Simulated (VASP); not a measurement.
# Cu (Cmcm) in VASP: notebook

Aim: see how the results for Cu move with the level of theory and the settings. Levels: PBEsol, PBE, PBE+D3(BJ). Tasks: single point, relaxation of cell and atoms.

All numbers are computed with VASP 6.6.1; they aren't measurements. Logs are shortened: lines on timing, memory, paths and dates and some standing lists are left out, and cuts for length are marked.

### Step 1. The cell of the first run

It takes space group Cmcm (No. 63, orthorhombic). The conventional cell has a = 2.379 Å, b = 7.760 Å, c = 2.429 Å, α = 90.00°, β = 90.00°, γ = 90.00°. Within 3.1 Å of Cu (site symmetry m2m) lie 10 Cu at 2.38 to 2.48 Å.

### Step 2. Single point, PBEsol

The input, INCAR:

```
SYSTEM = Cu
ALGO = Normal
EDIFF = 1E-6
ENCUT = 820
GGA = PS
GGA_COMPAT = .FALSE.
ISIF = 2
ISMEAR = -1
LASPH = .TRUE.
LCHARG = .FALSE.
LREAL = .FALSE.
LWAVE = .FALSE.
NBANDS = 26
NELM = 120
PREC = Accurate
SIGMA = 0.05
```

The input, KPOINTS:

```
k-points
0
G
  11 11 11
  0 0 0
```

The input, POSCAR:

```
Cu
1.0
    1.1895134661     -3.8801315368      0.0000000000
    1.1895134661      3.8801315368      0.0000000000
    0.0000000000      0.0000000000      2.4286478160
Cu
2
Direct
    0.8667141180      0.1332858820      0.7500000000
    0.1332858820      0.8667141180      0.2500000000
```

Potentials or basis: VASP PAW PBE potentials, release 64 (Cu_sv_GW).

Started as:

```bash
$ cat potpaw_PBE.64/Cu_sv_GW/POTCAR > POTCAR
$ mpirun -np 1 vasp_std > vasp.out
```

OUTCAR:

```text
SYSTEM = Cu
   EDIFF = 1E-6
   ENCUT = 820
   GGA = PS
   ISIF = 2
   ISMEAR = -1
   LASPH = .TRUE.
   LREAL = .FALSE.
   NELM = 120
   PREC = Accurate

 ion  position               nearest neighbor table
   1  0.867  0.133  0.750-   2 2.40   2 2.40   2 2.48   2 2.48   2 2.48   2 2.48
   2  0.133  0.867  0.250-   1 2.40   1 2.40   1 2.48   1 2.48   1 2.48   1 2.48

  LATTYP: Found a base centered orthorhombic cell.
 ALAT       =     2.3790269322
 B/A-ratio  =     3.2619483910
 C/A-ratio  =     1.0208576385

  Lattice vectors:

 A1 = (   1.1895134661,  -3.8801315368,   0.0000000000)
 A2 = (   1.1895134661,   3.8801315368,   0.0000000000)
 A3 = (   0.0000000000,   0.0000000000,   2.4286478160)

Analysis of symmetry for initial positions (statically):
=====================================================================
 Subroutine PRICEL returns:
 Original cell was already a primitive cell.

 Routine SETGRP: Setting up the symmetry group for a
 base centered orthorhombic supercell.

 Subroutine GETGRP returns: Found  8 space group operations
 (whereof  4 operations were pure point group operations)
 out of a pool of  8 trial point group operations.

The static configuration has the point symmetry C_2h.
 The point group associated with its full space group is D_2h.

Analysis of symmetry for dynamics (positions and initial velocities):
=====================================================================
 Subroutine PRICEL returns:
 Original cell was already a primitive cell.

 Routine SETGRP: Setting up the symmetry group for a
 base centered orthorhombic supercell.

 Subroutine GETGRP returns: Found  8 space group operations
 (whereof  4 operations were pure point group operations)
 out of a pool of  8 trial point group operations.

The dynamic configuration has the point symmetry C_2h.
 The point group associated with its full space group is D_2h.

 Subroutine INISYM returns: Found  8 space group operations
 (whereof  4 operations are pure point group operations),
 and found     1 'primitive' translations

----------------------------------------------------------------------------------------

                                     Primitive cell

  volume of cell :      22.4187

  direct lattice vectors                    reciprocal lattice vectors
     1.189513466 -3.880131537  0.000000000     0.420339924 -0.128861611  0.000000000
     1.189513466  3.880131537  0.000000000     0.420339924  0.128861611  0.000000000
     0.000000000  0.000000000  2.428647816     0.000000000  0.000000000  0.411751755

  length of vectors
     4.058369504  4.058369504  2.428647816     0.439648685  0.439648685  0.411751755

  position of ions in fractional coordinates (direct lattice)
     0.866714118  0.133285882  0.750000000
     0.133285882  0.866714118  0.250000000

  ion indices of the primitive-cell ions
   primitive index   ion index
                 1           1
                 2           2

----------------------------------------------------------------------------------------

 KPOINTS: k-points

Automatic generation of k-mesh.
 Grid dimensions read from file:
 generate k-points for:   11   11   11

 Generating k-lattice:

  Cartesian coordinates                     Fractional coordinates (reciprocal lattice)
     0.038212720 -0.011714692  0.000000000     0.090909091  0.000000000  0.000000000
     0.038212720  0.011714692  0.000000000     0.000000000  0.090909091  0.000000000
     0.000000000  0.000000000  0.037431978     0.000000000  0.000000000  0.090909091

  Length of vectors
     0.039968062  0.039968062  0.037431978

  Shift w.r.t. Gamma in fractional coordinates (k-lattice)
     0.000000000  0.000000000  0.000000000

 Subroutine IBZKPT returns following result:
 ===========================================

 Found    216 irreducible k-points:

 Following reciprocal coordinates:
            Coordinates               Weight
  0.000000  0.000000  0.000000      1.000000
  0.090909  0.000000  0.000000      4.000000
  0.181818  0.000000  0.000000      4.000000
  0.272727  0.000000  0.000000      4.000000
  0.363636 -0.000000  0.000000      4.000000
  0.454545  0.000000  0.000000      4.000000
[... 16 lines left out ...]
 -0.272727  0.181818  0.000000      4.000000
 -0.181818  0.181818  0.000000      2.000000
 [... further k-points ...]
   k-points           NKPTS =    216   k-points in BZ     NKDIM =    216   number of bands    NBANDS=     26
   number of dos      NEDOS =    301   number of ions     NIONS =      2
   total plane-waves  NPLWV =  38400
   dimension x,y,z NGX =    40 NGY =   40 NGZ =   24
   dimension x,y,z NGXF=    80 NGYF=   80 NGZF=   48
   ions per type =               2
   NGX,Y,Z   is equivalent  to a cutoff of  16.39, 16.39, 16.43 a.u.
   NGXF,Y,Z  is equivalent  to a cutoff of  32.77, 32.77, 32.86 a.u.
 SYSTEM =  Cu
   PREC   = accura    normal or accurate (medium, high low for compatibility)
   ISTART =      0    job   : 0-new  1-cont  2-samecut
   ICHARG =      2    charge: 1-file 2-atom 10-const
   ISPIN  =      1    spin polarized calculation?
   LNONCOLLINEAR =      F non collinear calculations
   LSORBIT =      F    spin-orbit coupling
   LASPH  =      T    aspherical Exc in radial PAW
   ENCUT  =  820.0 eV  60.27 Ry    7.76 a.u.   9.48  9.48  5.67*2*pi/ulx,y,z
   NELM   =    120;   NELMIN=  2; NELMDL= -5     # of ELM steps
   EDIFF  = 0.1E-05   stopping-criterion for ELM
   LREAL  =      F    real-space projection
   EDIFFG = 0.1E-04   stopping-criterion for IOM
   NSW    =      0    number of steps for IOM
   IBRION =     -1    ionic relax: 0-MD 1-quasi-New 2-CG
   NFREE  =      0    steps in history (QN), initial steepest desc. (CG)
   ISIF   =      2    stress and relaxation
   ISYM   =      2    0-nonsym 1-usesym 2-fastsym
   POTIM  = 0.5000    time-step for ionic-motion
   TEBEG  =    0.0;   TEEND  =   0.0 temperature during run
   PSTRESS=    0.0 pullay stress
   NELECT =      38.0000    total number of electrons
   NUPDOWN=      -1.0000    fix difference up-down
   EMIN   =  10.00;   EMAX   =-10.00  energy-range for DOS
   EFERMI =   0.00;   METHOD = LEGACY
   ISMEAR =    -1;   SIGMA  =   0.05  broadening in eV -4-tet -1-fermi 0-gaus
   EFERMI_NEDOS =   21; number of points for ismear=-14 and -15
   IALGO  =     38    algorithm
   IMIX   =      4    mixing-type and parameters
     AMIX     =   0.40;   BMIX     =  1.00
     AMIX_MAG =   1.60;   BMIX_MAG =  1.00
  volume/ion in A,a.u.               =      11.21        75.64
  Fermi-wavevector in a.u.,A,eV,Ry     =   1.951938  3.688627 51.839015  3.810060
  Thomas-Fermi vector in A             =   2.979112
   LORBIT       =      0    0 simple, 1 ext, 2 COOP (PROOUT), +10 PAW based schemes
   GGA     = PS    functional components
   LHFCALC =     F    Hartree Fock is set to
   AEXX    =    0.0000 exact exchange contribution
   IVDW    =     0    specifies the selected vdW correction
   LEPSILON=     F    determine dielectric tensor
   LRPA    =     F    only Hartree local field effects (RPA)
 non-spin polarized calculation
  energy-cutoff  :      820.00
  volume of cell :       22.42
 maximum number of plane-waves:      1215
 NGX is ok and might be reduce to    40
   NGX = 19   NGY = 19   NGZ = 11

 number of electron      37.9999998 magnetization

 Free energy of the ion-electron system (eV)
  ---------------------------------------------------
  ext. energy  EPLUGINS =         0.00000000
  ---------------------------------------------------
  free energy    TOTEN  =        -8.41982079 eV

  energy without entropy =       -8.41621488  energy(sigma->0) =       -8.41801783

 E-fermi :   8.0636     XC(G=0): -13.8548

 val. band max:        8.0630380593   @ k =  -0.4545   0.3636   0.4545
 cond. band min:       8.1185933767   @ k =   0.4545   0.0909   0.1818
 fundamental gap:      0.0555553174
 Fermi energy:         8.0635729293

 k-point     1 :       0.0000    0.0000    0.0000
  band No.  band energies     occupation
      1    -104.3745      2.00000
      2    -104.3484      2.00000
      3     -61.9833      2.00000
      4     -61.8659      2.00000
      5     -61.8210      2.00000
      6     -61.8166      2.00000
[... 18 lines left out ...]
     25      28.3130      0.00000
     26      30.7307      0.00000

 k-point     2 :       0.0909    0.0000    0.0000
  band No.  band energies     occupation
      1    -104.3730      2.00000
      2    -104.3477      2.00000
      3     -61.9802      2.00000
      4     -61.8642      2.00000
      5     -61.8283      2.00000
      6     -61.8167      2.00000
[... 18 lines left out ...]
     25      28.9754      0.00000
     26      32.1102      0.00000

 k-point     3 :       0.1818    0.0000    0.0000
  band No.  band energies     occupation
      1    -104.3690      2.00000
      2    -104.3463      2.00000
      3     -61.9723      2.00000
      4     -61.8598      2.00000
      5     -61.8534      2.00000
      6     -61.8282      2.00000
[... 18 lines left out ...]
     25      29.2843      0.00000
     26      32.4935      0.00000

 k-point     4 :       0.2727    0.0000    0.0000
  band No.  band energies     occupation
      1    -104.3635      2.00000
      2    -104.3444      2.00000
      3     -61.9623      2.00000
      4     -61.8881      2.00000
      5     -61.8611      2.00000
      6     -61.8533      2.00000
[... 18 lines left out ...]
     25      29.6736      0.00000
     26      32.2745      0.00000
[... 496 lines left out ...]
      1    -104.3654      2.00000
      2    -104.3500      2.00000
      3     -61.9507      2.00000
      4     -61.8651      2.00000
      5     -61.8530      2.00000
      6     -61.8348      2.00000
[... 18 lines left out ...]
     25      29.5664      0.00000
     26      30.1254      0.00000

 k-point    23 :      -0.2727    0.1818    0.0000
  band No.  band energies     occupation
      1    -104.3701      2.00000
      2    -104.3509      2.00000
      3     -61.9623      2.00000
      4     -61.8587      2.00000
      5     -61.8442      2.00000
      6     -61.8223      2.00000
[... 18 lines left out ...]
     25      29.2378      0.00000
     26      30.7201      0.00000

 k-point    24 :      -0.1818    0.1818    0.0000
  band No.  band energies     occupation
      1    -104.3724      2.00000
      2    -104.3505      2.00000
      3     -61.9708      2.00000
      4     -61.8620      2.00000
      5     -61.8340      2.00000
      6     -61.8205      2.00000
[... 18 lines left out ...]
     25      30.3081      0.00000
     26      30.9223      0.00000

 [... further k-points ...]

------------------------ aborting loop because EDIFF is reached ----------------------------------------

  FORCE on cell =-STRESS in cart. coord.  units (eV):
  Direction    XX          YY          ZZ          XY          YZ          ZX
  --------------------------------------------------------------------------------------
  -------------------------------------------------------------------------------------
  Total        1.1517354      1.1430797      1.1456300      0.0000000     -0.0000000      0.0000000
  in kB       82.3100680     81.6914763     81.8737387      0.0000000     -0.0000000      0.0000000
  external PRESSURE =      81.9584277 kB  Pullay stress =       0.0000000 kB

 VOLUME and BASIS-vectors are now :
 -----------------------------------------------------------------------------
  energy-cutoff  :      820.00
  volume of cell :       22.42
      direct lattice vectors                 reciprocal lattice vectors
     1.189513466 -3.880131537  0.000000000     0.420339924 -0.128861611  0.000000000
     1.189513466  3.880131537  0.000000000     0.420339924  0.128861611  0.000000000
     0.000000000  0.000000000  2.428647816     0.000000000  0.000000000  0.411751755

 POSITION                                       TOTAL-FORCE (eV/Angst)
 -----------------------------------------------------------------------------------
      1.18951     -2.84580      1.82149         0.000000      0.005366      0.000000
      1.18951      2.84580      0.60716         0.000000     -0.005366      0.000000
 -----------------------------------------------------------------------------------
    total drift:                                0.000000      0.000000      0.000000

  FREE ENERGIE OF THE ION-ELECTRON SYSTEM (eV)
  ---------------------------------------------------
  free  energy   TOTEN  =        -8.4198207851 eV

  energy  without entropy=       -8.4162148802  energy(sigma->0) =       -8.41801783
```

Wall time 4.8 min (1 thread of Intel Xeon Platinum 8259CL at 2.50GHz (Skylake/Cascade Lake), shared host); peak memory 0.38 GiB.

Results:

```
Free energy            : -8.4198 eV
Pressure               : 8.2 GPa
Largest force          : 0.005 eV/Å
Band gap on the k mesh : zero (bands 19 and 20 overlap by 5.50 eV)
```

Forces on the atoms (eV/Å):
```
Cu   0.000  0.005  0.000
Cu   0.000 -0.005  0.000
```

Levels at points of the mesh, in eV from the Fermi level:
| k point | band 15 | band 16 | band 17 | band 18 | band 19 | band 20 | band 21 | band 22 | band 23 | band 24 |
| --- | --- | --- | --- | --- | --- | --- | --- | --- | --- | --- |
| (0.00, 0.00, 0.00) | -2.42 | -2.10 | -1.86 | -1.72 | -1.43 | -0.26 | 5.22 | 15.10 | 19.27 | 20.09 |

Caveat: the cell stands under pressure; the PAW data sets were made with another functional, which shifts forces and pressure a little.

(Part 1 of 2 ends here.)

The gap in the log of VASP goes by the Fermi energy; the results here count the filled bands.